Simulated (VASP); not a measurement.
# CoSi (P2_13) in VASP: further runs, part 2 of 3

VASP 6.6.1.

## (3) Single point, PBEsol

This run uses another cell than the first one, of 10.93 Å³/atom.

File INCAR:

```
SYSTEM = CoSi
  ALGO = Normal
  EDIFF = 1E-6
  ENCUT = 520
  GGA = PS
  ISIF = 2
  ISMEAR = 0
  LASPH = .True.
  LCHARG = .False.
  LREAL = .False.
  LWAVE = .False.
  NBANDS = 36
  NELM = 80
  PREC = Accurate
  SIGMA = 0.1
```

File KPOINTS:

```
k-points
0
Gamma
  8 8 8
  0 0 0
```

File POSCAR:

```
CoSi
1.0
    4.4380000000      0.0000000000      0.0000000000
    0.0000000000      4.4380000000      0.0000000000
    0.0000000000      0.0000000000      4.4380000000
Co Si
4 4
Direct
    0.1400000000      0.1400000000      0.1400000000
    0.3600000000      0.8600000000      0.6400000000
    0.6400000000      0.3600000000      0.8600000000
    0.8600000000      0.6400000000      0.3600000000
    0.8430000000      0.8430000000      0.8430000000
    0.6570000000      0.1570000000      0.3430000000
    0.3430000000      0.6570000000      0.1570000000
    0.1570000000      0.3430000000      0.6570000000
```

Potentials or basis: VASP PAW PBE potentials, release 64 (Co, Si).

Launch:

```
$ cat potpaw_PBE.64/Co/POTCAR potpaw_PBE.64/Si/POTCAR > POTCAR
$ mpirun -np 1 vasp_std > vasp.out
```

OUTCAR:

```text
SYSTEM = CoSi
   EDIFF = 1E-6
   ENCUT = 520
   GGA = PS
   ISIF = 2
   ISMEAR = 0
   LASPH = .True.
   LREAL = .False.
   NELM = 80
   PREC = Accurate

 ion  position               nearest neighbor table
   1  0.140  0.140  0.140-   5 2.28   6 2.33   7 2.33   8 2.33   7 2.47   8 2.47   6 2.47   2 2.72
                             4 2.72   2 2.72   4 2.72   3 2.72   3 2.72
   2  0.360  0.860  0.640-   6 2.28   5 2.33   7 2.33   8 2.33   7 2.47   8 2.47   5 2.47   1 2.72
                             3 2.72   1 2.72   3 2.72   4 2.72   4 2.72
   3  0.640  0.360  0.860-   7 2.28   6 2.33   5 2.33   8 2.33   8 2.47   6 2.47   5 2.47   4 2.72
                             2 2.72   2 2.72   4 2.72   1 2.72   1 2.72
   4  0.860  0.640  0.360-   8 2.28   6 2.33   7 2.33   5 2.33   6 2.47   5 2.47   7 2.47   3 2.72
[... 1161 lines left out ...]
  external PRESSURE =     -69.9509388 kB  Pullay stress =       0.0000000 kB

 VOLUME and BASIS-vectors are now :
 -----------------------------------------------------------------------------
  energy-cutoff  :      520.00
  volume of cell :       87.41
      direct lattice vectors                 reciprocal lattice vectors
     4.438000000  0.000000000  0.000000000     0.225326724  0.000000000  0.000000000
     0.000000000  4.438000000  0.000000000     0.000000000  0.225326724  0.000000000
     0.000000000  0.000000000  4.438000000     0.000000000  0.000000000  0.225326724

 POSITION                                       TOTAL-FORCE (eV/Angst)
 -----------------------------------------------------------------------------------
      0.62132      0.62132      0.62132         0.140264      0.140264      0.140264
      1.59768      3.81668      2.84032        -0.140264     -0.140264      0.140264
      2.84032      1.59768      3.81668         0.140264     -0.140264     -0.140264
      3.81668      2.84032      1.59768        -0.140264      0.140264     -0.140264
      3.74123      3.74123      3.74123        -0.038077     -0.038077     -0.038077
      2.91577      0.69677      1.52223         0.038077      0.038077     -0.038077
      1.52223      2.91577      0.69677        -0.038077      0.038077      0.038077
      0.69677      1.52223      2.91577         0.038077     -0.038077      0.038077
 -----------------------------------------------------------------------------------
    total drift:                               -0.000000      0.000000      0.000000

  FREE ENERGIE OF THE ION-ELECTRON SYSTEM (eV)
  ---------------------------------------------------
  free  energy   TOTEN  =       -59.7359159523 eV

  energy  without entropy=      -59.7287406930  energy(sigma->0) =      -59.73232832
```

OSZICAR:

```text
N       E                     dE             d eps       ncg     rms          rms(c)
DAV:   1     0.349409316549E+03    0.34941E+03   -0.22020E+04  3240   0.166E+03
DAV:   2    -0.368451660245E+02   -0.38625E+03   -0.36875E+03  3240   0.361E+02
DAV:   3    -0.651109787695E+02   -0.28266E+02   -0.26924E+02  3532   0.118E+02
DAV:   4    -0.662776118295E+02   -0.11666E+01   -0.11532E+01  4216   0.217E+01
DAV:   5    -0.663188986022E+02   -0.41287E-01   -0.41233E-01  4204   0.391E+00    0.287E+01
DAV:   6    -0.726416798621E+02   -0.63228E+01   -0.12050E+02  4240   0.139E+02    0.284E+01
DAV:   7    -0.596819971918E+02    0.12960E+02   -0.51275E+01  3744   0.101E+02    0.736E+00
DAV:   8    -0.598416194850E+02   -0.15962E+00   -0.43946E+00  3620   0.106E+01    0.291E+00
DAV:   9    -0.597418826603E+02    0.99737E-01   -0.25674E-01  4640   0.609E+00    0.943E-01
DAV:  10    -0.597371446664E+02    0.47380E-02   -0.17718E-02  3752   0.851E-01    0.312E-01
DAV:  11    -0.597359712559E+02    0.11734E-02   -0.22601E-03  5224   0.511E-01    0.107E-01
DAV:  12    -0.597359187040E+02    0.52552E-04   -0.20889E-04  4516   0.133E-01    0.367E-02
DAV:  13    -0.597359183305E+02    0.37350E-06   -0.46818E-05  4920   0.394E-02    0.232E-02
DAV:  14    -0.597359159097E+02    0.24207E-05   -0.10150E-05  4144   0.252E-02    0.250E-03
DAV:  15    -0.597359159523E+02   -0.42538E-07   -0.49129E-07  1864   0.621E-03
   1 F= -.59735916E+02 E0= -.59732328E+02  d E =-.717526E-02
```

stdout:

```text
POSCAR found type information on POSCAR CoSi
 POSCAR found :  2 types and       8 ions
 scaLAPACK will be used
 -----------------------------------------------------------------------------
|                                                                             |
|                                                                             |
|     You enforced a specific xc type in the INCAR file but a different       |
|     I HOPE YOU KNOW WHAT YOU ARE DOING!                                     |
|                                                                             |
 -----------------------------------------------------------------------------

 LDA part: xc-table for (Slater+PW92), standard interpolation
 POSCAR, INCAR and KPOINTS ok, starting setup
 FFT: planning ... GRIDC
 FFT: planning ... GRID_SOFT
 FFT: planning ... GRID
 WAVECAR not read
 entering main loop
```

Run time: 91 s. Hardware: 1 thread of Intel Xeon Platinum 8488C (Sapphire Rapids), shared host; peak memory 0.26 GiB.

What came out:

- Free energy: -59.7359 eV
- Pressure: -7.0 GPa
- Largest force: 0.243 eV/Å
- Band gap on the k mesh: zero (bands 26 and 27 overlap by 0.20 eV)

Forces on the atoms (eV/Å):
```
Co   0.140  0.140  0.140
Co  -0.140 -0.140  0.140
Co   0.140 -0.140 -0.140
Co  -0.140  0.140 -0.140
Si  -0.038 -0.038 -0.038
Si   0.038  0.038 -0.038
Si  -0.038  0.038  0.038
Si   0.038 -0.038  0.038
```

Caveat: the cell stands under tension; the PAW data sets were made with another functional, which shifts forces and pressure a little; the run has no spin polarisation, though such a crystal can be magnetic.

## (4) Single point, PBEsol

This run uses another cell than the first one, of 10.93 Å³/atom.

File INCAR:

```
SYSTEM = CoSi
PREC = Accurate
ENCUT = 520
EDIFF = 1E-6
ISMEAR = 0
SIGMA = 0.1
LREAL = .FALSE.
LASPH = .TRUE.
NELM = 100
ALGO = Normal
ISIF = 2
LWAVE = .FALSE.
LCHARG = .FALSE.
GGA = PS
NBANDS = 36
```

File KPOINTS:

```
regular mesh
0
G
  8 8 8
  0 0 0
```

File POSCAR:

```
CoSi
1.0
    4.4380000000      0.0000000000      0.0000000000
    0.0000000000      4.4380000000      0.0000000000
    0.0000000000      0.0000000000      4.4380000000
Co Si
4 4
Direct
    0.1442469343      0.1442469343      0.1442469343
    0.3557530657      0.8557530657      0.6442469343
    0.6442469343      0.3557530657      0.8557530657
    0.8557530657      0.6442469343      0.3557530657
    0.8427175132      0.8427175132      0.8427175132
    0.6572824868      0.1572824868      0.3427175132
    0.3427175132      0.6572824868      0.1572824868
    0.1572824868      0.3427175132      0.6572824868
```

Potentials or basis: VASP PAW PBE potentials, release 64 (Co, Si).

Launch:

```
$ cat potpaw_PBE.64/Co/POTCAR potpaw_PBE.64/Si/POTCAR > POTCAR
$ mpirun -np 1 vasp_std > vasp.out
```

OUTCAR:

```text
SYSTEM = CoSi
   PREC = Accurate
   ENCUT = 520
   EDIFF = 1E-6
   ISMEAR = 0
   LREAL = .FALSE.
   LASPH = .TRUE.
   NELM = 100
   ISIF = 2
   GGA = PS

 ion  position               nearest neighbor table
   1  0.144  0.144  0.144-   5 2.32   6 2.33   7 2.33   8 2.33   7 2.44   8 2.44   6 2.44   3 2.73
                             4 2.73   2 2.73   2 2.73   4 2.73   3 2.73
   2  0.356  0.856  0.644-   6 2.32   5 2.33   7 2.33   8 2.33   7 2.44   8 2.44   5 2.44   1 2.73
                             1 2.73   3 2.73   3 2.73   4 2.73   4 2.73
   3  0.644  0.356  0.856-   7 2.32   6 2.33   5 2.33   8 2.33   8 2.44   6 2.44   5 2.44   1 2.73
                             4 2.73   2 2.73   2 2.73   4 2.73   1 2.73
   4  0.856  0.644  0.356-   8 2.32   6 2.33   7 2.33   5 2.33   6 2.44   5 2.44   7 2.44   1 2.73
[... 1161 lines left out ...]
  external PRESSURE =     -76.9219401 kB  Pullay stress =       0.0000000 kB

 VOLUME and BASIS-vectors are now :
 -----------------------------------------------------------------------------
  energy-cutoff  :      520.00
  volume of cell :       87.41
      direct lattice vectors                 reciprocal lattice vectors
     4.438000000  0.000000000  0.000000000     0.225326724  0.000000000  0.000000000
     0.000000000  4.438000000  0.000000000     0.000000000  0.225326724  0.000000000
     0.000000000  0.000000000  4.438000000     0.000000000  0.000000000  0.225326724

 POSITION                                       TOTAL-FORCE (eV/Angst)
 -----------------------------------------------------------------------------------
      0.64017      0.64017      0.64017         0.005279      0.005279      0.005279
      1.57883      3.79783      2.85917        -0.005279     -0.005279      0.005279
      2.85917      1.57883      3.79783         0.005279     -0.005279     -0.005279
      3.79783      2.85917      1.57883        -0.005279      0.005279     -0.005279
      3.73998      3.73998      3.73998         0.004789      0.004789      0.004789
      2.91702      0.69802      1.52098        -0.004789     -0.004789      0.004789
      1.52098      2.91702      0.69802         0.004789     -0.004789     -0.004789
      0.69802      1.52098      2.91702        -0.004789      0.004789     -0.004789
 -----------------------------------------------------------------------------------
    total drift:                               -0.000000      0.000000      0.000000

  FREE ENERGIE OF THE ION-ELECTRON SYSTEM (eV)
  ---------------------------------------------------
  free  energy   TOTEN  =       -59.7526050073 eV

  energy  without entropy=      -59.7456324355  energy(sigma->0) =      -59.74911872
```

stdout:

```text
POSCAR found type information on POSCAR CoSi
 POSCAR found :  2 types and       8 ions
 scaLAPACK will be used
 -----------------------------------------------------------------------------
|                                                                             |
|                                                                             |
|     You enforced a specific xc type in the INCAR file but a different       |
|     I HOPE YOU KNOW WHAT YOU ARE DOING!                                     |
|                                                                             |
 -----------------------------------------------------------------------------

 LDA part: xc-table for (Slater+PW92), standard interpolation
 POSCAR, INCAR and KPOINTS ok, starting setup
 FFT: planning ... GRIDC
 FFT: planning ... GRID_SOFT
 FFT: planning ... GRID
 WAVECAR not read
 entering main loop
```

Run time: 86 s. Hardware: 1 thread of Intel Xeon Platinum 8488C (Sapphire Rapids), shared host; peak memory 0.26 GiB.

Results:

```yaml
Free_energy: -59.7526 eV
Pressure: -7.7 GPa
Largest_force: 0.009 eV/Å
Band_gap_on_the_k_mesh: zero (bands 26 and 27 overlap by 0.21 eV)
```

Forces in eV/Å, atoms in the order of the input:
```
Co   0.005  0.005  0.005
Co  -0.005 -0.005  0.005
Co   0.005 -0.005 -0.005
Co  -0.005  0.005 -0.005
Si   0.005  0.005  0.005
Si  -0.005 -0.005  0.005
Si   0.005 -0.005 -0.005
Si  -0.005  0.005 -0.005
```

Caveat: the cell stands under tension; the PAW data sets were made with another functional, which shifts forces and pressure a little; the run has no spin polarisation, though such a crystal can be magnetic. Spin polarisation is off, so any magnetic state and its effect on volume and gap are missing.

(Part 2 of 3 ends here.)
